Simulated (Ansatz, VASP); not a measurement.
## LiCl: VASP beside Ansatz

File POSCAR:

```
LiCl
1.0
    0.0000000000      2.8915590114      2.4768618153
    2.8915590114      0.0000000000      2.4768618153
    2.8915590114      2.8915590114      0.0000000000
Li Cl
1 1
Direct
    0.0000000000      0.0000000000      0.0000000000
    0.2500000000      0.2500000000      0.2500000000
```

The input INCAR.step1:

```
SYSTEM = LiCl
PREC     = Accurate       ! precision mode
ENCUT    = 520            ! plane-wave cutoff, eV
ISMEAR   = 0              ! smearing method
SIGMA    = 0.01           ! smearing width, eV
LREAL    = .False.        ! projectors in reciprocal space
LASPH    = .True.         ! aspherical terms in the spheres
NELM     = 60             ! most SCF steps
NBANDS   = 12             ! bands
GGA      = PE             ! functional
ALGO     = Normal         ! electronic algorithm
EDIFF    = 1E-4           ! SCF threshold, eV
LWAVE    = .True.         ! write WAVECAR
LCHARG   = .False.        ! write CHGCAR
```

INCAR.step2

```
SYSTEM = LiCl
PREC     = Accurate       ! precision mode
ENCUT    = 520            ! plane-wave cutoff, eV
EDIFF    = 1E-6           ! SCF threshold, eV
ISMEAR   = 0              ! smearing method
SIGMA    = 0.01           ! smearing width, eV
LREAL    = .False.        ! projectors in reciprocal space
LASPH    = .True.         ! aspherical terms in the spheres
NELM     = 60             ! most SCF steps
ALGO     = Normal         ! electronic algorithm
ISIF     = 2              ! what is computed and relaxed
LWAVE    = .False.        ! write WAVECAR
LCHARG   = .False.        ! write CHGCAR
METAGGA  = R2SCAN         ! meta-GGA
LMIXTAU  = .True.       
NBANDS   = 12             ! bands
ISTART   = 1
```

The input KPOINTS:

```
regular mesh
0
Gamma
  8 8 8
  0 0 0
```

Input for Ansatz:

```yaml
crystal:
  lattice:
    - [0.0, 2.8915590114, 2.4768618153]
    - [2.8915590114, 0.0, 2.4768618153]
    - [2.8915590114, 2.8915590114, 0.0]
  atoms:
    - { symbol: Li, position: [0.0, 0.0, 0.0] }
    - { symbol: Cl, position: [0.25, 0.25, 0.25] }
kpoints:
  mp_grid: { grid: [8, 8, 8] }
  band_path:
    path:
      - [0.0, 0.0, 0.0]
      - [-0.5, -0.5, 0.0]
      - [-0.375, -0.375, 0.25]
      - [-0.375, 0.0, 0.375]
      - [0.0, 0.0, 0.5]
      - [-0.5, -0.25, 0.25]
    npoints: 1
hamiltonian:
  xc: r2scan
scf:
  occupations: { method: fixed }
  n_extra_bands: 4
output:
  forces: true
  stress: true
  eigenvalues: true
```

Change from the starting cell: epitaxial_xy strain +5.8%.

Alike in both runs: task single point; functional r2SCAN; k mesh 8 × 8 × 8; no spin polarisation.

|  | VASP | Ansatz |
| --- | --- | --- |
| version | VASP 6.6.1 | Ansatz 0.2.0 |
| potentials or method | VASP PAW PBE potentials, release 64 (Li_sv, Cl) | plane waves, PAW |
| plane-wave cutoff (eV) | 520 | 500 |
| occupations | gaussian, width 0.01 eV | fixed |
| valence electrons in the cell | 10 | 10 |

|  | VASP | Ansatz | Ansatz less VASP |
| --- | --- | --- | --- |
| gap on the k mesh at the Fermi level (eV) | 6.55 | 6.49 | -0.057 |

VASP's potentials were made for PBE, not for r2SCAN.

Noted on VASP's run: the cutoff is short for stress, so the pressure is rough.
